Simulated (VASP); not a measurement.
# Au (Fm-3m) in VASP: a series of runs

Au is run at these levels: PBE; tasks: single point.

All numbers are computed with VASP 6.6.1; they aren't measurements. Logs are shortened: lines on timing, memory, paths and dates and some standing lists are left out, and cuts for length are marked.

## 1. The cell of the first run

It takes space group Fm-3m (No. 225, cubic). The conventional cell has a = 4.029 Å, b = 4.029 Å, c = 4.029 Å, α = 90.00°, β = 90.00°, γ = 90.00°. Within 3.8 Å of Au (site symmetry m-3m) lie 12 Au at 2.85 Å.

## 2. Single point, PBE (16.35 Å³/atom)

INCAR reads:

```
SYSTEM = Au
PREC = Accurate ; ENCUT = 500
EDIFF = 1E-6 ; ISMEAR = 0
SIGMA = 0.1 ; LREAL = .False.
LASPH = .True. ; NELM = 120
ALGO = Normal ; ISIF = 2
LWAVE = .False. ; LCHARG = .False.
GGA = PE ; NBANDS = 12
GGA_COMPAT = .False.
```

KPOINTS reads:

```
regular mesh
0
Gamma
  18 18 18
  0 0 0
```

POSCAR reads:

```
Au
1.0
    0.0000000000      2.0145453994      2.0145453994
    2.0145453994      0.0000000000      2.0145453994
    2.0145453994      2.0145453994      0.0000000000
Au
1
Direct
    0.0000000000      0.0000000000      0.0000000000
```

Potentials or basis: VASP PAW PBE potentials, release 64 (Au).

Command:

```bash
$ cat potpaw_PBE.64/Au/POTCAR > POTCAR
$ mpirun -np 1 vasp_std > vasp.out
```

OUTCAR:

```text
SYSTEM = Au
   PREC = Accurate
   ENCUT = 500
   EDIFF = 1E-6
   ISMEAR = 0
   LREAL = .False.
   LASPH = .True.
   NELM = 120
   ISIF = 2
   GGA = PE

 ion  position               nearest neighbor table
   1  0.000  0.000  0.000-

  LATTYP: Found a face centered cubic cell.
 ALAT       =     4.0290907988

  Lattice vectors:

 A1 = (   0.0000000000,   2.0145453994,   2.0145453994)
 A2 = (   2.0145453994,   0.0000000000,   2.0145453994)
 A3 = (   2.0145453994,   2.0145453994,   0.0000000000)

Analysis of symmetry for initial positions (statically):
=====================================================================
 Subroutine PRICEL returns:
 Original cell was already a primitive cell.

 Routine SETGRP: Setting up the symmetry group for a
 face centered cubic supercell.

 Subroutine GETGRP returns: Found 48 space group operations
 (whereof 48 operations were pure point group operations)
 out of a pool of 48 trial point group operations.

The static configuration has the point symmetry O_h .

Analysis of symmetry for dynamics (positions and initial velocities):
=====================================================================
 Subroutine PRICEL returns:
 Original cell was already a primitive cell.

 Routine SETGRP: Setting up the symmetry group for a
 face centered cubic supercell.

 Subroutine GETGRP returns: Found 48 space group operations
 (whereof 48 operations were pure point group operations)
 out of a pool of 48 trial point group operations.

The dynamic configuration has the point symmetry O_h .

 Subroutine INISYM returns: Found 48 space group operations
 (whereof 48 operations are pure point group operations),
 and found     1 'primitive' translations

----------------------------------------------------------------------------------------

                                     Primitive cell

  volume of cell :      16.3516

  direct lattice vectors                    reciprocal lattice vectors
     0.000000000  2.014545399  2.014545399    -0.248194953  0.248194953  0.248194953
     2.014545399  0.000000000  2.014545399     0.248194953 -0.248194953  0.248194953
     2.014545399  2.014545399  0.000000000     0.248194953  0.248194953 -0.248194953

  length of vectors
     2.848997426  2.848997426  2.848997426     0.429886268  0.429886268  0.429886268

  position of ions in fractional coordinates (direct lattice)
     0.000000000  0.000000000  0.000000000

  ion indices of the primitive-cell ions
   primitive index   ion index
                 1           1

----------------------------------------------------------------------------------------

 KPOINTS: regular mesh

Automatic generation of k-mesh.
 Grid dimensions read from file:
 generate k-points for:   18   18   18

 Generating k-lattice:

  Cartesian coordinates                     Fractional coordinates (reciprocal lattice)
    -0.013788608  0.013788608  0.013788608     0.055555556  0.000000000  0.000000000
     0.013788608 -0.013788608  0.013788608     0.000000000  0.055555556  0.000000000
     0.013788608  0.013788608 -0.013788608     0.000000000  0.000000000  0.055555556

  Length of vectors
     0.023882570  0.023882570  0.023882570

  Shift w.r.t. Gamma in fractional coordinates (k-lattice)
     0.000000000  0.000000000  0.000000000

 Subroutine IBZKPT returns following result:
 ===========================================

 Found    195 irreducible k-points:

 Following reciprocal coordinates:
            Coordinates               Weight
  0.000000  0.000000  0.000000      1.000000
  0.055556  0.000000  0.000000      8.000000
  0.111111  0.000000  0.000000      8.000000
  0.166667  0.000000  0.000000      8.000000
  0.222222  0.000000  0.000000      8.000000
  0.277778  0.000000  0.000000      8.000000
[... 16 lines left out ...]
 -0.277778  0.055556  0.000000     24.000000
 -0.222222  0.055556  0.000000     24.000000
 [... further k-points ...]
   k-points           NKPTS =    195   k-points in BZ     NKDIM =    195   number of bands    NBANDS=     12
   number of dos      NEDOS =    301   number of ions     NIONS =      1
   total plane-waves  NPLWV =  13824
   dimension x,y,z NGX =    24 NGY =   24 NGZ =   24
   dimension x,y,z NGXF=    48 NGYF=   48 NGZF=   48
   ions per type =               1
   NGX,Y,Z   is equivalent  to a cutoff of  14.00, 14.00, 14.00 a.u.
   NGXF,Y,Z  is equivalent  to a cutoff of  28.01, 28.01, 28.01 a.u.
 SYSTEM =  Au
   PREC   = accura    normal or accurate (medium, high low for compatibility)
   ISTART =      0    job   : 0-new  1-cont  2-samecut
   ICHARG =      2    charge: 1-file 2-atom 10-const
   ISPIN  =      1    spin polarized calculation?
   LNONCOLLINEAR =      F non collinear calculations
   LSORBIT =      F    spin-orbit coupling
   LASPH  =      T    aspherical Exc in radial PAW
   ENCUT  =  500.0 eV  36.75 Ry    6.06 a.u.   5.19  5.19  5.19*2*pi/ulx,y,z
   NELM   =    120;   NELMIN=  2; NELMDL= -5     # of ELM steps
   EDIFF  = 0.1E-05   stopping-criterion for ELM
   LREAL  =      F    real-space projection
   EDIFFG = 0.1E-04   stopping-criterion for IOM
   NSW    =      0    number of steps for IOM
   IBRION =     -1    ionic relax: 0-MD 1-quasi-New 2-CG
   NFREE  =      0    steps in history (QN), initial steepest desc. (CG)
   ISIF   =      2    stress and relaxation
   ISYM   =      2    0-nonsym 1-usesym 2-fastsym
   POTIM  = 0.5000    time-step for ionic-motion
   TEBEG  =    0.0;   TEEND  =   0.0 temperature during run
   PSTRESS=    0.0 pullay stress
   NELECT =      11.0000    total number of electrons
   NUPDOWN=      -1.0000    fix difference up-down
   EMIN   =  10.00;   EMAX   =-10.00  energy-range for DOS
   EFERMI =   0.00;   METHOD = LEGACY
   ISMEAR =     0;   SIGMA  =   0.10  broadening in eV -4-tet -1-fermi 0-gaus
   EFERMI_NEDOS =   21; number of points for ismear=-14 and -15
   IALGO  =     38    algorithm
   IMIX   =      4    mixing-type and parameters
     AMIX     =   0.40;   BMIX     =  1.00
     AMIX_MAG =   1.60;   BMIX_MAG =  1.00
  volume/ion in A,a.u.               =      16.35       110.35
  Fermi-wavevector in a.u.,A,eV,Ry     =   1.434450  2.710717 27.995974  2.057646
  Thomas-Fermi vector in A             =   2.553857
   LORBIT       =      0    0 simple, 1 ext, 2 COOP (PROOUT), +10 PAW based schemes
   GGA     = PE    functional components
   LHFCALC =     F    Hartree Fock is set to
   AEXX    =    0.0000 exact exchange contribution
   IVDW    =     0    specifies the selected vdW correction
   LEPSILON=     F    determine dielectric tensor
   LRPA    =     F    only Hartree local field effects (RPA)
 non-spin polarized calculation
 Gauss-broadening in eV      SIGMA  =   0.10
  energy-cutoff  :      500.00
  volume of cell :       16.35
 maximum number of plane-waves:       432
 NGX is ok and might be reduce to    24
   NGX = 11   NGY = 11   NGZ = 11

 number of electron      10.9999999 magnetization

 Free energy of the ion-electron system (eV)
  ---------------------------------------------------
  ext. energy  EPLUGINS =         0.00000000
  ---------------------------------------------------
  free energy    TOTEN  =        -3.14422931 eV

  energy without entropy =       -3.14278352  energy(sigma->0) =       -3.14350641

 E-fermi :  10.1822     XC(G=0): -12.9658

 val. band max:       10.1673432939   @ k =   0.5000   0.1667   0.0556
 cond. band min:      10.1995564907   @ k =   0.5000   0.2778   0.1111
 fundamental gap:      0.0322131969
 Fermi energy:        10.1821502938

 k-point     1 :       0.0000    0.0000    0.0000
  band No.  band energies     occupation
      1      -0.1215      2.00000
      2       5.2608      2.00000
      3       5.2608      2.00000
      4       5.2608      2.00000
      5       6.8902      2.00000
      6       6.8902      2.00000
      7      24.6363      0.00000
      8      28.8763      0.00000
      9      28.8763      0.00000
     10      28.8763      0.00000
     11      33.9152      0.00000
     12      39.0368      0.00000

 k-point     2 :       0.0556    0.0000    0.0000
  band No.  band energies     occupation
      1      -0.0094      2.00000
      2       5.2219      2.00000
      3       5.3008      2.00000
      4       5.3008      2.00000
      5       6.8712      2.00000
      6       6.8712      2.00000
      7      24.7785      0.00000
      8      28.1658      0.00000
      9      29.0192      0.00000
     10      29.0192      0.00000
     11      34.5667      0.00000
     12      37.6096      0.00000

 k-point     3 :       0.1111    0.0000    0.0000
  band No.  band energies     occupation
      1       0.3179      2.00000
      2       5.1230      2.00000
      3       5.4051      2.00000
      4       5.4051      2.00000
      5       6.8322      2.00000
      6       6.8322      2.00000
      7      25.1262      0.00000
      8      26.6821      0.00000
      9      29.4271      0.00000
     10      29.4271      0.00000
     11      34.5127      0.00000
     12      36.9446      0.00000

 k-point     4 :       0.1667    0.0000    0.0000
  band No.  band energies     occupation
      1       0.8267      2.00000
      2       5.0201      2.00000
      3       5.5216      2.00000
      4       5.5216      2.00000
      5       6.8304      2.00000
      6       6.8304      2.00000
      7      24.6303      0.00000
      8      25.8121      0.00000
      9      30.0227      0.00000
     10      30.0227      0.00000
     11      33.0081      0.00000
     12      35.3369      0.00000

 k-point     5 :       0.2222    0.0000    0.0000
  band No.  band energies     occupation
      1       1.4381      2.00000
      2       5.0176      2.00000
      3       5.5714      2.00000
      4       5.5714      2.00000
      5       6.9471      2.00000
      6       6.9471      2.00000
      7      22.6918      0.00000
      8      25.9188      0.00000
      9      30.5722      0.00000
     10      30.5722      0.00000
     11      32.2134      0.00000
     12      33.9413      0.00000
[... 228 lines left out ...]
      1       2.5596      2.00000
      2       5.2474      2.00000
      3       5.3387      2.00000
      4       7.0174      2.00000
      5       7.8156      2.00000
      6       8.6387      2.00000
      7      15.5544      0.00000
      8      24.4939      0.00000
      9      27.2875      0.00000
     10      28.5860      0.00000
     11      34.6434      0.00000
     12      35.4225      0.00000

 k-point    22 :      -0.3333    0.0556    0.0000
  band No.  band energies     occupation
      1       2.4889      2.00000
      2       5.3487      2.00000
      3       5.4326      2.00000
      4       6.1143      2.00000
      5       7.4612      2.00000
      6       8.0860      2.00000
      7      17.6364      0.00000
      8      24.9229      0.00000
      9      27.8309      0.00000
     10      29.7894      0.00000
     11      33.3768      0.00000
     12      34.6559      0.00000

 k-point    23 :      -0.2778    0.0556    0.0000
  band No.  band energies     occupation
      1       2.2357      2.00000
      2       5.2924      2.00000
      3       5.5275      2.00000
      4       5.5453      2.00000
      5       7.0862      2.00000
      6       7.6574      2.00000
      7      19.8517      0.00000
      8      25.4526      0.00000
      9      28.5546      0.00000
     10      31.2726      0.00000
     11      32.0616      0.00000
     12      33.6560      0.00000

 k-point    24 :      -0.2222    0.0556    0.0000
  band No.  band energies     occupation
      1       1.7348      2.00000
      2       4.9665      2.00000
      3       5.5839      2.00000
      4       5.6255      2.00000
      5       6.7824      2.00000
      6       7.3020      2.00000
      7      22.0453      0.00000
      8      25.8675      0.00000
      9      29.1548      0.00000
     10      31.2739      0.00000
     11      32.0839      0.00000
     12      33.4812      0.00000

 [... further k-points ...]

------------------------ aborting loop because EDIFF is reached ----------------------------------------

  FORCE on cell =-STRESS in cart. coord.  units (eV):
  Direction    XX          YY          ZZ          XY          YZ          ZX
  --------------------------------------------------------------------------------------
  -------------------------------------------------------------------------------------
  Total        1.7552157      1.7552157      1.7552157      0.0000000      0.0000000      0.0000000
  in kB      171.9807725    171.9807725    171.9807725      0.0000000      0.0000000      0.0000000
  external PRESSURE =     171.9807725 kB  Pullay stress =       0.0000000 kB

 VOLUME and BASIS-vectors are now :
 -----------------------------------------------------------------------------
  energy-cutoff  :      500.00
  volume of cell :       16.35
      direct lattice vectors                 reciprocal lattice vectors
     0.000000000  2.014545399  2.014545399    -0.248194953  0.248194953  0.248194953
     2.014545399  0.000000000  2.014545399     0.248194953 -0.248194953  0.248194953
     2.014545399  2.014545399  0.000000000     0.248194953  0.248194953 -0.248194953

 POSITION                                       TOTAL-FORCE (eV/Angst)
 -----------------------------------------------------------------------------------
      0.00000      0.00000      0.00000        -0.000000     -0.000000      0.000000
 -----------------------------------------------------------------------------------
    total drift:                               -0.000000      0.000000     -0.000000

  FREE ENERGIE OF THE ION-ELECTRON SYSTEM (eV)
  ---------------------------------------------------
  free  energy   TOTEN  =        -3.1442293078 eV

  energy  without entropy=       -3.1427835185  energy(sigma->0) =       -3.14350641
```

Wall time 30 s (1 thread of Intel Xeon Platinum 8375C at 2.90GHz (Ice Lake), shared host); peak memory 0.16 GiB.

What came out:

| Property | Result |
| --- | --- |
| Free energy | -3.1442 eV |
| Pressure | 17.2 GPa |
| Band gap on the k mesh | zero (an odd number of electrons rules out a gap without spin polarisation) |

Levels at points of the mesh, in eV from the Fermi level:
| k point | band 2 | band 3 | band 4 | band 5 | band 6 | band 7 | band 8 | band 9 | band 10 | band 11 |
| --- | --- | --- | --- | --- | --- | --- | --- | --- | --- | --- |
| (0.00, 0.00, 0.00) | -4.92 | -4.92 | -4.92 | -3.29 | -3.29 | 14.45 | 18.69 | 18.69 | 18.69 | 23.73 |
| (0.50, 0.00, 0.00) | -4.96 | -4.96 | -2.00 | -2.00 | -1.15 | 3.30 | 13.91 | 17.44 | 17.44 | 25.57 |
| (0.50, 0.50, 0.00) | -7.13 | -2.05 | -1.65 | -1.65 | 0.90 | 6.12 | 10.13 | 10.13 | 17.67 | 20.40 |

Caveat: the cell stands under pressure; spin-orbit coupling is left out, which moves the levels of the heavy elements.

## 3. Single point, PBE (16.89 Å³/atom)

This run uses another cell than the first one, of 16.89 Å³/atom.

INCAR reads:

```
PREC = Accurate
ENCUT = 500
EDIFF = 1E-6
ISMEAR = 0
SIGMA = 0.1
LREAL = F
LASPH = T
NELM = 120
ALGO = Normal
ISIF = 2
LWAVE = F
LCHARG = F
GGA = PE
NBANDS = 12
GGA_COMPAT = F
```

KPOINTS reads:

```
regular mesh
0
Gamma
  18 18 18
```

POSCAR reads:

```
Au
1.0
    0.0000000000      2.0364443477      2.0364443477
    2.0364443477      0.0000000000      2.0364443477
    2.0364443477      2.0364443477      0.0000000000
Au
1
Direct
    0.0000000000      0.0000000000      0.0000000000
```

Potentials or basis: VASP PAW PBE potentials, release 64 (Au).

Command:

```bash
$ cat potpaw_PBE.64/Au/POTCAR > POTCAR
$ mpirun -np 1 vasp_std > vasp.out
```

Run time: 24 s. Hardware: 1 thread of Intel Xeon Platinum 8375C at 2.90GHz (Ice Lake), shared host; peak memory 0.17 GiB.

The run converged. Its results:

* Free energy: -3.1904 eV
* Pressure: 10.2 GPa
* Band gap on the k mesh: zero (an odd number of electrons rules out a gap without spin polarisation)

Levels at points of the mesh, in eV from the Fermi level:
```csv
k point,band 4,band 5,band 6,band 7,band 8,band 9
"(0.00, 0.00, 0.00)",-4.72,-3.18,-3.18,14.52,18.58,18.58
"(0.50, 0.00, 0.00)",-1.97,-1.97,-0.98,3.14,13.98,17.22
"(0.50, 0.50, 0.00)",-1.64,-1.64,1.01,5.86,10.05,10.05
```

Caveat: the cell stands under pressure; spin-orbit coupling is left out, which moves the levels of the heavy elements.

The gap in the log of VASP goes by the Fermi energy; the results here count the filled bands.